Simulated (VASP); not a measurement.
A run of VASP 6.6.1:

POSCAR

```
CuSnTe6
1.0
    3.9370760000      1.9717650000      5.5889600000
   -2.9642910000      5.9899040000      0.0000000000
   -3.2672310000      1.9717650000      5.5889600000
Te Sn Cu
6 1 1
Direct
    0.7480000000      0.2470000000      0.1230000000
    0.2520000000      0.7530000000      0.8770000000
    0.7370000000      0.6100000000      0.5290000000
    0.2630000000      0.3900000000      0.4710000000
    0.2500000000      0.1330000000      0.1140000000
    0.7500000000      0.8670000000      0.8860000000
    0.5000000000      0.5000000000      0.0000000000
    0.0000000000      0.0000000000      0.0000000000
```

The input INCAR.step1:

```
SYSTEM = CuSnTe6
PREC = Accurate
ENCUT = 520
ISMEAR = -1
SIGMA = 0.0858
LREAL = .FALSE.
LASPH = .TRUE.
NELM = 100
NBANDS = 40
GGA = PE
ALGO = Normal
EDIFF = 1E-4
LWAVE = .TRUE.
LCHARG = .FALSE.
```

Contents of INCAR.step2:

```
SYSTEM = CuSnTe6
PREC = Accurate
ENCUT = 520
EDIFF = 1E-7
ISMEAR = -1
SIGMA = 0.0858
LREAL = .FALSE.
LASPH = .TRUE.
NELM = 100
ALGO = Normal
ISIF = 2
LWAVE = .FALSE.
LCHARG = .FALSE.
METAGGA = R2SCAN
LMIXTAU = .TRUE.
NBANDS = 40
ISTART = 1
```

KPOINTS

```
Automatic mesh
0
Gamma
  3 3 4
  0 0.5 0
```

Potentials or basis: VASP PAW PBE potentials, release 64 (Te, Sn_d, Cu).

Run with:

```bash
$ cat potpaw_PBE.64/Te/POTCAR potpaw_PBE.64/Sn_d/POTCAR potpaw_PBE.64/Cu/POTCAR > POTCAR
$ cp INCAR.step1 INCAR
$ mpirun -np 1 vasp_std > vasp.out
$ cp INCAR.step2 INCAR
$ mpirun -np 1 vasp_std > vasp.out
```

Hardware: 1 thread of AMD EPYC 7R43 64-Core Processor (Zen 3) (shared host).

Question: Estimate the wall time of this run.

Answer: Run time: 18 min on 1 thread of AMD EPYC 7R43 64-Core Processor (Zen 3), on a shared host, peak memory 0.44 GiB. Counts: k points 19.
